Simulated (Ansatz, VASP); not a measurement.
## BN in VASP and in Ansatz

Contents of INCAR:

```
SYSTEM = BN
ALGO = Normal
EDIFF = 1E-7
ENCUT = 520
GGA = CA
ISIF = 2
ISMEAR = 0
LASPH = .TRUE.
LCHARG = .FALSE.
LREAL = .FALSE.
LWAVE = .FALSE.
NBANDS = 16
NELM = 80
PREC = Accurate
SIGMA = 0.05
```

Contents of KPOINTS:

```
k-points
0
G
  12 12 4
  0 0 0
```

File POSCAR:

```
BN
1.0
    2.6707269503      0.0000000000      0.0000000000
   -1.3353634752      2.3129173855      0.0000000000
    0.0000000000      0.0000000000      6.1795280176
B N
2 2
Direct
    0.3333333333      0.6666666667      0.2500000000
    0.6666666667      0.3333333333      0.7500000000
    0.3333333333      0.6666666667      0.7500000000
    0.6666666667      0.3333333333      0.2500000000
```

Input for Ansatz:

```yaml
crystal:
  lattice:
    - [2.6707269503, 0.0, 0.0]
    - [-1.3353634752, 2.3129173855, 0.0]
    - [0.0, 0.0, 6.1795280176]
  atoms:
    - { symbol: B, position: [0.3333333333, 0.6666666667, 0.25] }
    - { symbol: B, position: [0.6666666667, 0.3333333333, 0.75] }
    - { symbol: "N", position: [0.3333333333, 0.6666666667, 0.75] }
    - { symbol: "N", position: [0.6666666667, 0.3333333333, 0.25] }
basis:
  ecutwfc: 520.0
kpoints:
  mp_grid: { grid: [12, 12, 4] }
hamiltonian:
  xc: lda
  pseudopotentials: { kind: paw, azcp: { folder: soft_1 } }
scf:
  occupations: { method: gaussian, width: 0.05 }
output:
  forces: true
  stress: true
  eigenvalues: true
```

Alike in both runs: task single point; functional LDA; k mesh 12 × 12 × 4; occupations gaussian, width 0.05 eV; no spin polarisation.

```csv
,VASP,Ansatz
version,VASP 6.6.1,Ansatz 0.2.0
potentials or method,"VASP PAW LDA potentials, release 64 (B, N), cutoff 520 eV","scalar-relativistic, plane waves, PAW"
valence electrons in the cell,16,16
```

|  | VASP | Ansatz | Ansatz less VASP |
| --- | --- | --- | --- |
| gap on the k mesh at the Fermi level (eV) | 3.65 | 3.66 | +0.008 |
| least direct gap on the mesh (eV) | 3.83 | 3.84 | +0.008 |

Ansatz warns that its potentials were made for another functional, while VASP's fit it. LDA's correlation is that of Perdew and Zunger in VASP and of Perdew and Wang (1992) in Ansatz.
